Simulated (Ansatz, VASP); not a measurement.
**Two plane-wave programs on MgI2**

```xyz
3
Lattice="4.1400 0.0000 0.0000 -2.0700 3.5853 0.0000 0.0000 0.0000 6.8800" Properties=species:S:1:pos:R:3 pbc="T T T"
I     2.0700    1.1951    5.1600
I     0.0000    2.3902    1.7200
Mg    0.0000    0.0000    0.0000
```

Alike in both runs: task relaxation of cell and atoms; functional BLYP; k mesh 8 × 8 × 4; occupations fermi-dirac, width 0.05 eV; no spin polarisation.

|  | VASP | Ansatz |
| --- | --- | --- |
| version | VASP 6.6.1 | Ansatz 0.2.0 |
| potentials or method | VASP PAW PBE potentials, release 64 (I, Mg) | Ansatz PAW |
| plane-wave cutoff (eV) | 600 | 420 |
| valence electrons in the cell | 16 | 44 |

```csv
,VASP,Ansatz,Ansatz less VASP
"gap on the k mesh at the Fermi level, each at its own relaxed structure (eV)",3.61,3.64,+0.029
relaxed volume (Å³/atom),50.00,52.64,+2.649
relaxed cell length with the largest relative difference (Å),9.322,9.811,+0.4890
```

VASP's potentials were made for PBE, not for BLYP. One of these differences is far larger than is usual between the two programs; its cause wasn't traced. VASP's potentials hold 16 valence electrons a cell and Ansatz's 44, so a difference there can come from the potentials and not from the codes.

Neither program's run includes spin-orbit coupling. Noted on VASP's run: the volume moved by over 15 % at a fixed basis, so the end points are rough. Noted on Ansatz's run: the volume moved by over 15 % at a fixed basis, so the end points are rough; the plane-wave basis is chosen anew once the cell has moved, so the energies of steps on either side of that aren't comparable.
